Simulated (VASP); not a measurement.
Set up this calculation in VASP 6.6.1, as the native input.

| Quantity | Value |
| --- | --- |
| Task | single point |
| Functional | r2SCAN |
| Dispersion | D3(BJ) |
| Potentials or basis | VASP PAW PBE potentials, release 64 (La) |
| Cutoff | 550 eV |
| k mesh | 6 × 6 × 3, shifted |
| Occupations | methfessel-paxton, width 0.1 eV |
| Spin | no spin polarisation |
| Dipole correction | no |
| Further INCAR settings | ALGO = Normal; EDIFF = 1e-06; NBANDS = 18; ISYM = -1 |

La:

```
La
1.0
     3.75000    0.00000    0.00000
    -1.87500    3.24760    0.00000
     0.00000    0.00000    6.07000
La
2
Direct
  0.33333 0.66667 0.25000
  0.66667 0.33333 0.75000
```

One way to write it, as run:

POSCAR

```
La
1.0
    3.7500000000      0.0000000000      0.0000000000
   -1.8750000000      3.2476000000      0.0000000000
    0.0000000000      0.0000000000      6.0700000000
La
2
Direct
    0.3333333333      0.6666666667      0.2500000000
    0.6666666667      0.3333333333      0.7500000000
```

INCAR.step1

```
  PREC = Accurate
  ENCUT = 550
  ISMEAR = 1
  SIGMA = 0.1
  LREAL = False
  LASPH = True
  NELM = 200
  ISYM = -1
  NBANDS = 18
  GGA = PE
  ALGO = Normal
  EDIFF = 1E-5
  LWAVE = True
  LCHARG = False
  GGA_COMPAT = False
  LMAXMIX = 6
```

INCAR.step2

```
  PREC = Accurate
  ENCUT = 550
  EDIFF = 1E-6
  ISMEAR = 1
  SIGMA = 0.1
  LREAL = False
  LASPH = True
  NELM = 200
  ALGO = Normal
  ISIF = 2
  LWAVE = False
  LCHARG = False
  METAGGA = R2SCAN
  LMIXTAU = True
  IVDW = 12
  VDW_S6 = 1.0
  VDW_S8 = 0.78981345
  VDW_A1 = 0.49484001
  VDW_A2 = 5.73083694
  ISYM = -1
  NBANDS = 18
  ISTART = 1
  GGA_COMPAT = False
  LMAXMIX = 6
```

KPOINTS

```
explicit points
54
Reciprocal
  0.08333333   0.08333333   0.00000000 2
  0.08333333   0.08333333   0.33333333 2
  0.08333333   0.08333333   0.66666667 2
  0.08333333   0.25000000   0.00000000 2
  0.08333333   0.25000000   0.33333333 2
  0.08333333   0.25000000   0.66666667 2
  0.08333333   0.41666667   0.00000000 2
  0.08333333   0.41666667   0.33333333 2
  0.08333333   0.41666667   0.66666667 2
  0.08333333   0.58333333   0.00000000 2
  0.08333333   0.58333333   0.33333333 2
  0.08333333   0.58333333   0.66666667 2
  0.08333333   0.75000000   0.00000000 2
  0.08333333   0.75000000   0.33333333 2
  0.08333333   0.75000000   0.66666667 2
  0.08333333   0.91666667   0.00000000 2
  0.08333333   0.91666667   0.33333333 2
  0.08333333   0.91666667   0.66666667 2
  0.25000000   0.08333333   0.00000000 2
  0.25000000   0.08333333   0.33333333 2
  0.25000000   0.08333333   0.66666667 2
  0.25000000   0.25000000   0.00000000 2
  0.25000000   0.25000000   0.33333333 2
  0.25000000   0.25000000   0.66666667 2
  0.25000000   0.41666667   0.00000000 2
  0.25000000   0.41666667   0.33333333 2
  0.25000000   0.41666667   0.66666667 2
  0.25000000   0.58333333   0.00000000 2
  0.25000000   0.58333333   0.33333333 2
  0.25000000   0.58333333   0.66666667 2
  0.25000000   0.75000000   0.00000000 2
  0.25000000   0.75000000   0.33333333 2
  0.25000000   0.75000000   0.66666667 2
  0.25000000   0.91666667   0.00000000 2
  0.25000000   0.91666667   0.33333333 2
  0.25000000   0.91666667   0.66666667 2
  0.41666667   0.08333333   0.00000000 2
  0.41666667   0.08333333   0.33333333 2
  0.41666667   0.08333333   0.66666667 2
  0.41666667   0.25000000   0.00000000 2
  0.41666667   0.25000000   0.33333333 2
  0.41666667   0.25000000   0.66666667 2
  0.41666667   0.41666667   0.00000000 2
  0.41666667   0.41666667   0.33333333 2
  0.41666667   0.41666667   0.66666667 2
  0.41666667   0.58333333   0.00000000 2
  0.41666667   0.58333333   0.33333333 2
  0.41666667   0.58333333   0.66666667 2
  0.41666667   0.75000000   0.00000000 2
  0.41666667   0.75000000   0.33333333 2
  0.41666667   0.75000000   0.66666667 2
  0.41666667   0.91666667   0.00000000 2
  0.41666667   0.91666667   0.33333333 2
  0.41666667   0.91666667   0.66666667 2
```

Potentials or basis: VASP PAW PBE potentials, release 64 (La).

Launch:

```bash
$ cat potpaw_PBE.64/La/POTCAR > POTCAR
$ cp INCAR.step1 INCAR
$ mpirun -np 1 vasp_std > vasp.out
$ cp INCAR.step2 INCAR
$ mpirun -np 1 vasp_std > vasp.out
```

Results of the run:

```yaml
Pressure: -0.3 GPa
Largest_force: 0.058 eV/Å
Band_gap_on_the_k_mesh: zero (bands 11 and 12 overlap by 0.96 eV)
Dispersion_energy_per_atom: -0.197 eV
```

Caveat: three body term missing; the PAW data sets were made with another functional, which shifts forces and pressure a little; spin-orbit coupling is left out, which moves the levels of the heavy elements.

Run time: 3.7 min on 1 thread of Intel(R) Xeon(R) Platinum 8488C (Sapphire Rapids) (shared host), peak memory 0.27 GiB.
